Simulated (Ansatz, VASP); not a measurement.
Two plane-wave programs on CsBr

The input POSCAR:

```
CsBr
1.0
    4.3196005106      0.0000000000      0.0000000000
    0.0000000000      4.3196005106      0.0000000000
    0.0000000000      0.0000000000      4.3196005106
Cs Br
1 1
Direct
    0.0000000000      0.0000000000      0.0000000000
    0.5000000000      0.5000000000      0.5000000000
```

The input INCAR.step1:

```
PREC = Accurate
ENCUT = 400
EDIFF = 1E-5
ISMEAR = 0
SIGMA = 0.01
LREAL = False
LASPH = True
NELM = 120
ALGO = Normal
ISIF = 2
LWAVE = True
LCHARG = False
NBANDS = 15
GGA = PE
GGA_COMPAT = False
```

The input INCAR.step2:

```
PREC = Accurate
ENCUT = 400
EDIFF = 1E-6
ISMEAR = 0
SIGMA = 0.01
LREAL = False
LASPH = True
NELM = 120
ALGO = Normal
ISIF = 2
LWAVE = False
LCHARG = False
GGA = PE
LHFCALC = True
AEXX = 0.15
HFSCREEN = 0.1
PRECFOCK = Normal
NBANDS = 15
ISTART = 1
GGA_COMPAT = False
```

Contents of KPOINTS:

```
Automatic mesh
0
Gamma
  4 4 4
```

Input for Ansatz:

```yaml
crystal:
  lattice:
    - [4.3196005106, 0.0, 0.0]
    - [0.0, 4.3196005106, 0.0]
    - [0.0, 0.0, 4.3196005106]
  atoms:
    - { symbol: Cs, position: [0.0, 0.0, 0.0] }
    - { symbol: Br, position: [0.5, 0.5, 0.5] }
kpoints:
  mp_grid: { grid: [4, 4, 4] }
hamiltonian:
  xc: { exchange: pbe, correlation: pbe, exx: { coeff: 0.15, omega: 0.1 } }
scf:
  occupations: { method: fixed }
  n_extra_bands: 4
output:
  forces: true
  stress: true
  eigenvalues: true
```

Alike in both runs: task single point; functional PBE-based screened hybrid with a share of 0.15 of exact exchange and HFSCREEN = 0.1; k mesh 4 × 4 × 4; no spin polarisation.

|  | VASP | Ansatz |
| --- | --- | --- |
| version | VASP 6.6.1 | Ansatz 0.2.0 |
| potentials or method | VASP PAW PBE potentials, release 64 (Cs_sv, Br) | plane waves |
| plane-wave cutoff (eV) | 400 | 420 |
| occupations | gaussian, width 0.01 eV | fixed |
| valence electrons in the cell | 16 | 16 |

|  | VASP | Ansatz | Ansatz less VASP |
| --- | --- | --- | --- |
| gap on the k mesh at the Fermi level (eV) | 5.33 | 5.34 | +0.010 |
| pressure (GPa) | 0.5 | 0.5 | +0.03 |

VASP's potentials were made for PBE, not for PBE-based screened hybrid. Ansatz's warnings: stress exchange threshold loose, stress scf threshold loose.

Neither program's run includes spin-orbit coupling.
